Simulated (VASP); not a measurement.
# Be (P4_2/mnm) in VASP: further runs, part 3 of 3

VASP 6.6.1. The steps go on from the part before.

## 5. Electric field gradients, PBEsol (8.33 Å³/atom)

This run uses another cell than the first one, of 8.33 Å³/atom.

Contents of INCAR:

```
SYSTEM = Be
PREC     = Accurate       ! precision mode
ENCUT    = 520            ! plane-wave cutoff, eV
EDIFF    = 1E-8           ! SCF threshold, eV
ISMEAR   = -1             ! smearing method
SIGMA    = 0.05           ! smearing width, eV
LREAL    = .FALSE.        ! projectors in reciprocal space
LASPH    = .TRUE.         ! aspherical terms in the spheres
NELM     = 80             ! most SCF steps
ALGO     = Normal         ! electronic algorithm
ISIF     = 2              ! what is computed and relaxed
LWAVE    = .FALSE.        ! write WAVECAR
LCHARG   = .FALSE.        ! write CHGCAR
GGA      = PS             ! functional
LEFG     = .TRUE.       
NBANDS   = 12             ! bands
```

Contents of KPOINTS:

```
regular mesh
0
G
  9 9 14
  0 0 0
```

Contents of POSCAR:

```
Be
1.0
    3.7961198385      0.0000000000      0.0000000000
    0.0000000000      3.7961198385      0.0000000000
    0.0000000000      0.0000000000      2.3113002848
Be
4
Direct
    0.2974080000      0.2974080000      0.0000000000
    0.7025920000      0.7025920000      0.0000000000
    0.2025920000      0.7974080000      0.5000000000
    0.7974080000      0.2025920000      0.5000000000
```

Potentials or basis: VASP PAW PBE potentials, release 64 (Be).

Started as:

```sh
$ cat potpaw_PBE.64/Be/POTCAR > POTCAR
$ mpirun -np 1 vasp_std > vasp.out
```

OUTCAR:

```text
SYSTEM = Be
   PREC = Accurate
   ENCUT = 520
   EDIFF = 1E-8
   ISMEAR = -1
   LREAL = .FALSE.
   LASPH = .TRUE.
   NELM = 80
   ISIF = 2
   GGA = PS

 ion  position               nearest neighbor table
   1  0.297  0.297  0.000-   2 2.18   3 2.25   4 2.25   3 2.25   4 2.25   3 2.25   3 2.25   4 2.25
                             4 2.25
   2  0.703  0.703  0.000-   1 2.18   3 2.25   4 2.25   3 2.25   4 2.25   4 2.25   4 2.25   3 2.25
                             3 2.25
   3  0.203  0.797  0.500-   4 2.18   2 2.25   1 2.25   1 2.25   2 2.25   1 2.25   1 2.25   2 2.25
                             2 2.25
   4  0.797  0.203  0.500-   3 2.18   2 2.25   1 2.25   1 2.25   2 2.25   2 2.25   2 2.25   1 2.25
                             1 2.25

  LATTYP: Found a simple tetragonal cell.
 ALAT       =     3.7961198385
 C/A-ratio  =     0.6088586196

  Lattice vectors:

 A1 = (   3.7961198385,   0.0000000000,   0.0000000000)
 A2 = (   0.0000000000,   3.7961198385,   0.0000000000)
 A3 = (   0.0000000000,   0.0000000000,   2.3113002848)

Analysis of symmetry for initial positions (statically):
=====================================================================
 Subroutine PRICEL returns:
 Original cell was already a primitive cell.

 Routine SETGRP: Setting up the symmetry group for a
 simple tetragonal supercell.

 Subroutine GETGRP returns: Found 16 space group operations
 (whereof  8 operations were pure point group operations)
 out of a pool of 16 trial point group operations.

The static configuration has the point symmetry D_2h.
 The point group associated with its full space group is D_4h.

Analysis of symmetry for dynamics (positions and initial velocities):
=====================================================================
 Subroutine PRICEL returns:
 Original cell was already a primitive cell.

 Routine SETGRP: Setting up the symmetry group for a
 simple tetragonal supercell.

 Subroutine GETGRP returns: Found 16 space group operations
 (whereof  8 operations were pure point group operations)
 out of a pool of 16 trial point group operations.

The dynamic configuration has the point symmetry D_2h.
 The point group associated with its full space group is D_4h.

 Subroutine INISYM returns: Found 16 space group operations
 (whereof  8 operations are pure point group operations),
 and found     1 'primitive' translations

----------------------------------------------------------------------------------------

                                     Primitive cell

  volume of cell :      33.3071

  direct lattice vectors                    reciprocal lattice vectors
     3.796119839  0.000000000  0.000000000     0.263426879  0.000000000  0.000000000
     0.000000000  3.796119839  0.000000000     0.000000000  0.263426879  0.000000000
     0.000000000  0.000000000  2.311300285     0.000000000  0.000000000  0.432656893

  length of vectors
     3.796119839  3.796119839  2.311300285     0.263426879  0.263426879  0.432656893

  position of ions in fractional coordinates (direct lattice)
     0.297408000  0.297408000  0.000000000
[... 104 lines left out ...]
  Fermi-wavevector in a.u.,A,eV,Ry     =   1.017637  1.923055 14.089982  1.035584
  Thomas-Fermi vector in A             =   2.151049
   LORBIT       =      0    0 simple, 1 ext, 2 COOP (PROOUT), +10 PAW based schemes
   GGA     = PS    functional components
   LHFCALC =     F    Hartree Fock is set to
   AEXX    =    0.0000 exact exchange contribution
   IVDW    =     0    specifies the selected vdW correction
   LEPSILON=     F    determine dielectric tensor
   LRPA    =     F    only Hartree local field effects (RPA)
 non-spin polarized calculation
  energy-cutoff  :      520.00
  volume of cell :       33.31
 maximum number of plane-waves:       918
   NGX = 15   NGY = 15   NGZ =  9

 number of electron       8.0000000 magnetization

 Free energy of the ion-electron system (eV)
  ---------------------------------------------------
  ext. energy  EPLUGINS =         0.00000000
  ---------------------------------------------------
  free energy    TOTEN  =       -15.75118570 eV

  energy without entropy =      -15.74616088  energy(sigma->0) =      -15.74867329

 E-fermi :   6.4543     XC(G=0): -10.4376

 val. band max:        6.4523287758   @ k =   0.1111   0.1111   0.0000
 cond. band min:       6.4571306396   @ k =   0.0000   0.0000   0.2857
 fundamental gap:      0.0048018638
 Fermi energy:         6.4542813279

 k-point     1 :       0.0000    0.0000    0.0000
  band No.  band energies     occupation
      1      -4.4611      2.00000
      2       1.6445      2.00000
      3       2.2119      2.00000
      4       5.4276      2.00000
      5       5.4276      2.00000
      6      11.1385      0.00000
      7      11.1385      0.00000
      8      13.7083      0.00000
      9      15.4197      0.00000
     10      16.7025      0.00000
     11      22.0818      0.00000
     12      22.0818      0.00000
[... 331 lines left out ...]
 k-point    24 :       0.4444    0.1111    0.0714
  band No.  band energies     occupation
      1      -2.7259      2.00000
      2      -1.8695      2.00000
      3       3.0091      2.00000
      4       3.8319      2.00000
      5       8.4976      0.00000
      6       8.9493      0.00000
      7      14.1088      0.00000
      8      16.3268      0.00000
      9      16.5458      0.00000
     10      17.4072      0.00000
     11      20.9805      0.00000
     12      22.1510      0.00000

 [... further k-points ...]
[... 5 lines left out ...]
  --------------------------------------------------------------------------------------
  -------------------------------------------------------------------------------------
  Total       -0.9368281     -0.9368281     -1.2925496     -0.0000000      0.0000000      0.0000000
  in kB      -45.0644732    -45.0644732    -62.1758307     -0.0000000      0.0000000      0.0000000
  external PRESSURE =     -50.7682590 kB  Pullay stress =       0.0000000 kB

 VOLUME and BASIS-vectors are now :
 -----------------------------------------------------------------------------
  energy-cutoff  :      520.00
  volume of cell :       33.31
      direct lattice vectors                 reciprocal lattice vectors
     3.796119839  0.000000000  0.000000000     0.263426879  0.000000000  0.000000000
     0.000000000  3.796119839  0.000000000     0.000000000  0.263426879  0.000000000
     0.000000000  0.000000000  2.311300285     0.000000000  0.000000000  0.432656893

 POSITION                                       TOTAL-FORCE (eV/Angst)
 -----------------------------------------------------------------------------------
      1.12900      1.12900      0.00000         0.012968      0.012968      0.000000
      2.66712      2.66712      0.00000        -0.012968     -0.012968     -0.000000
      0.76906      3.02706      1.15565        -0.012968      0.012968      0.000000
      3.02706      0.76906      1.15565         0.012968     -0.012968     -0.000000
 -----------------------------------------------------------------------------------
    total drift:                                0.000000      0.000000     -0.000000

  FREE ENERGIE OF THE ION-ELECTRON SYSTEM (eV)
  ---------------------------------------------------
  free  energy   TOTEN  =       -15.7511856958 eV

  energy  without entropy=      -15.7461608834  energy(sigma->0) =      -15.74867329

 Electric field gradients (V/A^2)
---------------------------------------------------------------------
 ion       V_xx      V_yy      V_zz      V_xy      V_xz      V_yz
---------------------------------------------------------------------
   1       0.242     0.242    -0.484    -1.448    -0.000     0.000
   2       0.242     0.242    -0.484    -1.448    -0.000    -0.000
   3       0.242     0.242    -0.484     1.448     0.000    -0.000
   4       0.242     0.242    -0.484     1.448     0.000    -0.000
---------------------------------------------------------------------

 Electric field gradients after diagonalization (V/A^2)
 (convention: |V_zz| > |V_xx| > |V_yy|)
----------------------------------------------------------------------
 ion       V_xx      V_yy      V_zz     asymmetry (V_yy - V_xx)/ V_zz
----------------------------------------------------------------------
   1      -1.206    -0.484     1.690       0.427
   2      -1.206    -0.484     1.690       0.427
   3      -1.206    -0.484     1.690       0.427
   4      -1.206    -0.484     1.690       0.427
----------------------------------------------------------------------

           NMR quadrupolar parameters

 Cq : quadrupolar parameter    Cq=e*Q*V_zz/h
 eta: asymmetry parameters     (V_yy - V_xx)/ V_zz
 Q  : nuclear electric quadrupole moment in mb (millibarn)
----------------------------------------------------------------------
 ion       Cq(MHz)       eta       Q (mb)
----------------------------------------------------------------------
   1       0.004       0.427       1.000
   2       0.004       0.427       1.000
   3       0.004       0.427       1.000
   4       0.004       0.427       1.000
----------------------------------------------------------------------
```

Wall time 52 s (1 thread of Intel Xeon 8259CL, shared host); peak memory 0.16 GiB.

What came out:

| Property | Result |
| --- | --- |
| Free energy | -15.7512 eV |
| Pressure | -5.1 GPa |
| Largest force | 0.018 eV/Å |
| Band gap on the k mesh | zero (bands 4 and 5 overlap by 2.04 eV) |
| Largest electric field gradient by atom | Be +1.7 V/Å² |

Forces on the atoms (eV/Å):
```
Be   0.013  0.013  0.000
Be  -0.013 -0.013  0.000
Be  -0.013  0.013  0.000
Be   0.013 -0.013  0.000
```

Electric field gradients, principal values (V/Å²):
```
atom   least  middle  greatest (by size)
1 Be  -0.484  -1.206               1.690
2 Be  -0.484  -1.206               1.690
3 Be  -0.484  -1.206               1.690
4 Be  -0.484  -1.206               1.690
```

Caveat: the cell stands under tension; without QUAD_EFG the Cq values of the log hold for a quadrupole moment of 1 mb, not for the nuclei; the PAW data sets were made with another functional, which shifts forces and pressure a little.

## 6. Electric field gradients, PBEsol

This run uses another cell than the first one, of 8.01 Å³/atom.

Contents of INCAR:

```
  ALGO = Normal
  EDIFF = 1E-8
  ENCUT = 520
  GGA = PS
  ISIF = 2
  ISMEAR = -1
  LASPH = True
  LCHARG = False
  LEFG = True
  LREAL = False
  LWAVE = False
  NBANDS = 12
  NELM = 100
  PREC = Accurate
  SIGMA = 0.05
```

Contents of KPOINTS:

```
k-points
0
Gamma
  9 9 14
```

Contents of POSCAR:

```
Be
1.0
    3.7468140000      0.0000000000      0.0000000000
    0.0000000000      3.7468140000      0.0000000000
    0.0000000000      0.0000000000      2.2812800000
Be
4
Direct
    0.2974080000      0.2974080000      0.0000000000
    0.7025920000      0.7025920000      0.0000000000
    0.2025920000      0.7974080000      0.5000000000
    0.7974080000      0.2025920000      0.5000000000
```

Potentials or basis: VASP PAW PBE potentials, release 64 (Be).

Started as:

```sh
$ cat potpaw_PBE.64/Be/POTCAR > POTCAR
$ mpirun -np 1 vasp_std > vasp.out
```

OUTCAR:

```text
EDIFF = 1E-8
   ENCUT = 520
   GGA = PS
   ISIF = 2
   ISMEAR = -1
   LASPH = True
   LREAL = False
   NELM = 100
   PREC = Accurate

 ion  position               nearest neighbor table
   1  0.297  0.297  0.000-   2 2.15   3 2.22   4 2.22   3 2.22   4 2.22   3 2.22   3 2.22   4 2.22
                             4 2.22
   2  0.703  0.703  0.000-   1 2.15   3 2.22   4 2.22   3 2.22   4 2.22   4 2.22   4 2.22   3 2.22
                             3 2.22
   3  0.203  0.797  0.500-   4 2.15   2 2.22   1 2.22   1 2.22   2 2.22   1 2.22   1 2.22   2 2.22
                             2 2.22
   4  0.797  0.203  0.500-   3 2.15   2 2.22   1 2.22   1 2.22   2 2.22   2 2.22   2 2.22   1 2.22
                             1 2.22

  LATTYP: Found a simple tetragonal cell.
 ALAT       =     3.7468140000
 C/A-ratio  =     0.6088586196

  Lattice vectors:

 A1 = (   3.7468140000,   0.0000000000,   0.0000000000)
 A2 = (   0.0000000000,   3.7468140000,   0.0000000000)
 A3 = (   0.0000000000,   0.0000000000,   2.2812800000)

Analysis of symmetry for initial positions (statically):
[... 570 lines left out ...]
      2.63248      2.63248      0.00000         0.002555      0.002555      0.000000
      0.75907      2.98774      1.14064         0.002555     -0.002555     -0.000000
      2.98774      0.75907      1.14064        -0.002555      0.002555      0.000000
 -----------------------------------------------------------------------------------
    total drift:                                0.000000      0.000000     -0.000000

  FREE ENERGIE OF THE ION-ELECTRON SYSTEM (eV)
  ---------------------------------------------------
  free  energy   TOTEN  =       -15.7749664997 eV

  energy  without entropy=      -15.7703068087  energy(sigma->0) =      -15.77263665

 Electric field gradients (V/A^2)
---------------------------------------------------------------------
 ion       V_xx      V_yy      V_zz      V_xy      V_xz      V_yz
---------------------------------------------------------------------
   1       0.254     0.254    -0.509    -1.470    -0.000     0.000
   2       0.254     0.254    -0.509    -1.470    -0.000     0.000
   3       0.254     0.254    -0.509     1.470     0.000    -0.000
   4       0.254     0.254    -0.509     1.470     0.000    -0.000
---------------------------------------------------------------------

 Electric field gradients after diagonalization (V/A^2)
 (convention: |V_zz| > |V_xx| > |V_yy|)
----------------------------------------------------------------------
 ion       V_xx      V_yy      V_zz     asymmetry (V_yy - V_xx)/ V_zz
----------------------------------------------------------------------
   1      -1.216    -0.509     1.724       0.410
   2      -1.216    -0.509     1.724       0.410
   3      -1.216    -0.509     1.724       0.410
   4      -1.216    -0.509     1.724       0.410
----------------------------------------------------------------------

           NMR quadrupolar parameters

 Cq : quadrupolar parameter    Cq=e*Q*V_zz/h
 eta: asymmetry parameters     (V_yy - V_xx)/ V_zz
 Q  : nuclear electric quadrupole moment in mb (millibarn)
----------------------------------------------------------------------
 ion       Cq(MHz)       eta       Q (mb)
----------------------------------------------------------------------
   1       0.004       0.410       1.000
   2       0.004       0.410       1.000
   3       0.004       0.410       1.000
   4       0.004       0.410       1.000
----------------------------------------------------------------------
```

OSZICAR:

```text
N       E                     dE             d eps       ncg     rms          rms(c)
DAV:   1    -0.189319831025E+00   -0.18932E+00   -0.33049E+03  2880   0.556E+02
DAV:   2    -0.154480322390E+02   -0.15259E+02   -0.14635E+02  3804   0.999E+01
DAV:   3    -0.158487382463E+02   -0.40071E+00   -0.39663E+00  3976   0.112E+01
DAV:   4    -0.158500920284E+02   -0.13538E-02   -0.13533E-02  3420   0.733E-01
DAV:   5    -0.158500959359E+02   -0.39075E-05   -0.39075E-05  3880   0.367E-02    0.178E+00
DAV:   6    -0.157967090816E+02    0.53387E-01   -0.12122E-02  3400   0.798E-01    0.107E+00
DAV:   7    -0.157750037776E+02    0.21705E-01   -0.18039E-02  3420   0.833E-01    0.789E-02
DAV:   8    -0.157749672100E+02    0.36568E-04   -0.65823E-04  3612   0.149E-01    0.122E-02
DAV:   9    -0.157749661693E+02    0.10408E-05   -0.26619E-06  4220   0.112E-02    0.399E-03
DAV:  10    -0.157749664728E+02   -0.30355E-06   -0.89079E-08  3584   0.176E-03    0.585E-04
DAV:  11    -0.157749665028E+02   -0.29963E-07   -0.62087E-09  2784   0.400E-04    0.957E-05
DAV:  12    -0.157749664997E+02    0.30391E-08   -0.50970E-10  2248   0.164E-04
   1 F= -.15774966E+02 E0= -.15772637E+02  d E =-.465969E-02
```

Run time: 60 s. Hardware: 1 thread of Intel Xeon 8259CL, shared host; peak memory 0.15 GiB.

Results:

* Free energy: -15.7750 eV
* Pressure: -0.7 GPa
* Largest force: 0.004 eV/Å
* Band gap on the k mesh: zero (bands 4 and 5 overlap by 2.02 eV)
* Largest electric field gradient by atom: Be +1.7 V/Å²

Forces in eV/Å, atoms in the order of the input:
```
Be  -0.003 -0.003  0.000
Be   0.003  0.003  0.000
Be   0.003 -0.003  0.000
Be  -0.003  0.003  0.000
```

Stress tensor (GPa, compression positive):
```
-0.35  0.00  0.00
 0.00 -0.35  0.00
 0.00  0.00 -1.55
```

Levels at points of the mesh, in eV from the Fermi level:
```tsv
k point	band 1	band 2	band 3	band 4	band 5	band 6	band 7	band 8	band 9
(0.00, 0.00, 0.00)	-11.14	-4.96	-4.40	-1.00	-1.00	4.85	4.85	7.40	9.22
(0.00, 0.00, 0.50)	-5.79	-5.79	1.02	1.02	1.83	1.83	2.61	2.61	7.50
```

Electric field gradients, principal values (V/Å²):
```tsv
atom	least	middle	greatest (by size)
1 Be	-0.509	-1.216	1.724
2 Be	-0.509	-1.216	1.724
3 Be	-0.509	-1.216	1.724
4 Be	-0.509	-1.216	1.724
```

Caveat: without QUAD_EFG the Cq values of the log hold for a quadrupole moment of 1 mb, not for the nuclei; the PAW data sets were made with another functional, which shifts forces and pressure a little.

## 7. Single point, PBEsol

This run uses another cell than the first one, of 8.01 Å³/atom.

POSCAR is that of step 6.

Contents of INCAR.step1:

```
SYSTEM = Be
ALGO = Normal
EDIFF = 1E-6
ENCUT = 520
GGA = PS
ISIF = 2
ISMEAR = -1
LASPH = .True.
LCHARG = .True.
LREAL = .False.
LWAVE = .False.
NBANDS = 12
NELM = 60
PREC = Accurate
SIGMA = 0.05
```

Contents of KPOINTS.step1:

```
k-points
0
Gamma
  9 9 14
  0 0 0
```

Contents of INCAR.step2:

```
SYSTEM = Be
ALGO = Normal
EDIFF = 1E-6
ENCUT = 520
GGA = PS
ICHARG = 11
ISIF = 2
ISMEAR = -5
LASPH = .True.
LCHARG = .False.
LORBIT = 10
LREAL = .False.
LWAVE = .False.
NBANDS = 12
NEDOS = 1001
NELM = 60
PREC = Accurate
SIGMA = 0.05
```

Contents of KPOINTS.step2:

```
k-points
0
Gamma
  14 14 21
  0 0 0
```

Started as:

```sh
$ cat potpaw_PBE.64/Be/POTCAR > POTCAR
$ cp INCAR.step1 INCAR
$ cp KPOINTS.step1 KPOINTS
$ mpirun -np 1 vasp_std > vasp.out
$ cp INCAR.step2 INCAR
$ cp KPOINTS.step2 KPOINTS
$ mpirun -np 1 vasp_std > vasp.out
```

Run time: 2.5 min. Hardware: 1 thread of Intel Xeon 8259CL, shared host; peak memory 0.23 GiB.

It converged, with:

```
Valence electrons inside the program's atomic spheres : Be 1.17
```

Levels at points of the mesh, in eV from the Fermi level:
```tsv
k point	band 1	band 2	band 3	band 4	band 5	band 6	band 7	band 8	band 9
(0.00, 0.00, 0.00)	-11.11	-4.94	-4.38	-0.97	-0.97	4.87	4.87	7.42	9.24
(0.50, 0.00, 0.00)	-9.15	-9.15	-2.63	-2.63	1.53	1.53	9.07	9.07	11.59
(0.50, 0.50, 0.00)	-7.16	-7.16	-7.13	-7.13	8.36	8.36	9.32	9.32	12.14
```

Caveat: the PAW data sets were made with another functional, which shifts forces and pressure a little; tetrahedron occupations give inexact forces and stress in metals.

## 8. Summary

| task | cell | k mesh for the DOS | occupations for the DOS | gap on the mesh (eV) | pressure (GPa) | largest force (eV/Å) |
| --- | --- | --- | --- | --- | --- | --- |
| electric field gradients | a = 3.722, b = 3.722, c = 2.266 Å, 4 atoms | - | - | none | 1.7 | 0.02 |
| electric field gradients | a = 3.759, b = 3.759, c = 2.289 Å, 4 atoms | - | - | none | -1.9 | - |
| electric field gradients | a = 3.796, b = 3.796, c = 2.311 Å, 4 atoms | - | - | none | -5.1 | 0.02 |
| electric field gradients | a = 3.747, b = 3.747, c = 2.281 Å, 4 atoms | - | - | none | -0.7 | - |
| single point | a = 3.747, b = 3.747, c = 2.281 Å, 4 atoms | 14 × 14 × 21 | tetrahedron | - | - | - |

Alike in all rows: level PBEsol; potentials or basis VASP PAW PBE potentials, release 64 (Be); no spin polarisation; k mesh 9 × 9 × 14; cutoff (eV) 520; smearing fermi-dirac 0.05 eV.

Caveats: the PAW data sets were made with another functional, which shifts forces and pressure a little; the cell stands under tension (at least some runs); tetrahedron occupations give inexact forces and stress in metals (at least some runs).

Total energies depend on the potentials used, so only differences within one code and one set of settings carry meaning.
